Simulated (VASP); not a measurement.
Sb, 1 atom in the cell. It takes space group Fm-3m (No. 225, cubic). The conventional cell has a = 4.610 Å, b = 4.610 Å, c = 4.610 Å, α = 90.00°, β = 90.00°, γ = 90.00°. Within 4.3 Å of Sb (site symmetry m-3m) lie 12 Sb at 3.26 Å. This isn't the form of Sb at room conditions, which is rhombohedral.

| Property | Result |
| --- | --- |
| Program | VASP 6.6.1 |
| Task | single point |
| Functional | PBEsol |
| Potentials or basis | VASP PAW PBE potentials, release 64 (Sb) |
| Cutoff | 500 eV |
| k mesh | 12 × 12 × 12 |
| Occupations | fermi-dirac, width 0.05 eV |
| Spin | no spin polarisation |
| Dipole correction | no |
| Further INCAR settings | ALGO = Normal; EDIFF = 1e-06; NBANDS = 8 |

Potentials or basis: VASP PAW PBE potentials, release 64 (Sb).

Launch:

```sh
$ cat potpaw_PBE.64/Sb/POTCAR > POTCAR
$ mpirun -np 1 vasp_std > vasp.out
```

Hardware: 1 thread of AMD EPYC 7R43 64-Core Processor (Zen 3) (shared host).

Q: Estimate the wall time of this run.

A: It took 8.3 s on 1 thread of AMD EPYC 7R43 64-Core Processor (Zen 3), with other jobs on the host, peak memory 0.11 GiB. Counts: scf iterations 9, k points 72.
